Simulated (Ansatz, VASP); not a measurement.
## MgZn5S6 in VASP and in Ansatz

```
Mg Zn S
1.0
     0.00000    0.00000    6.34145
     6.71944    0.00000    0.00000
    -3.35972    5.81921    0.00000
Mg Zn S
1 5 6
Direct
  0.50389 0.00000 0.00000
  0.00522 0.33680 0.33680
  0.00522 0.00000 0.66320
  0.00522 0.66320 0.00000
  0.50478 0.66667 0.33333
  0.50478 0.33333 0.66667
  0.37728 0.34431 0.34431
  0.37728 0.00000 0.65569
  0.37728 0.65569 0.00000
  0.87816 0.66667 0.33333
  0.87816 0.33333 0.66667
  0.89271 0.00000 0.00000
```

Alike in both runs: task single point; functional PBE; k mesh 2 × 3 × 3; occupations gaussian, width 0.1 eV; no spin polarisation.

```csv
,VASP,Ansatz
version,VASP 6.6.1,Ansatz 0.2.0
potentials or method,"VASP PAW PBE potentials, release 64 (Mg, Zn, S), cutoff 520 eV","scalar-relativistic, plane waves, PAW"
valence electrons in the cell,98,106
```

```tsv
	VASP	Ansatz	Ansatz less VASP
gap on the k mesh at the Fermi level (eV)	2.25	2.25	-0.002
least direct gap on the mesh (eV)	2.25	2.25	-0.002
pressure (GPa)	0.1	0.0	-0.09
rms of the force components (eV/Å)	0.007	0.002	-0.0051
```

Atom by atom the forces differ by 0.007 eV/Å (rms over components). VASP's potentials hold 98 valence electrons a cell and Ansatz's 106, so a difference there can come from the potentials and not from the codes.

The k mesh is coarse, so the values compare programs but aren't converged.
